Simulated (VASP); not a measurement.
Wanted: the native input for a VASP 6.6.1 run.

| Item | Value |
| --- | --- |
| Task | single point |
| Functional | PBE |
| Potentials or basis | VASP PAW PBE potentials, release 64 (In_d) |
| Cutoff | 520 eV |
| k mesh | 15 × 15 × 14 |
| Occupations | fermi-dirac, width 0.1 eV |
| Spin | no spin polarisation |
| Dipole correction | no |
| Further INCAR settings | ALGO = Normal; EDIFF = 1e-06; NBANDS = 12 |

The structure of In lies in POSCAR:

```
In
1.0
    2.3956314922      0.0000000000      0.0000000000
   -1.1978157461      2.0746777303      0.0000000000
    0.0000000000      0.0000000000      2.2958865758
In
1
Direct
    0.0000000000      0.0000000000      0.0000000000
```

This cell differs from its parent crystal: volume scaled by 0.4.

The input as run:

INCAR

```
SYSTEM = In
ALGO = Normal
EDIFF = 1E-6
ENCUT = 520
GGA = PE
ISIF = 2
ISMEAR = -1
LASPH = .True.
LCHARG = .False.
LREAL = .False.
LWAVE = .False.
NBANDS = 12
NELM = 80
PREC = Accurate
SIGMA = 0.1
```

KPOINTS

```
k-points
0
Gamma
  15 15 14
  0 0 0
```

Potentials or basis: VASP PAW PBE potentials, release 64 (In_d).

Launch:

```sh
$ cat potpaw_PBE.64/In_d/POTCAR > POTCAR
$ mpirun -np 1 vasp_std > vasp.out
```

It gave:

```
Pressure : 322.4 GPa
```

It took 15 s on 1 thread of Intel Xeon 6975P-C, with other jobs on the host, peak memory 0.14 GiB.
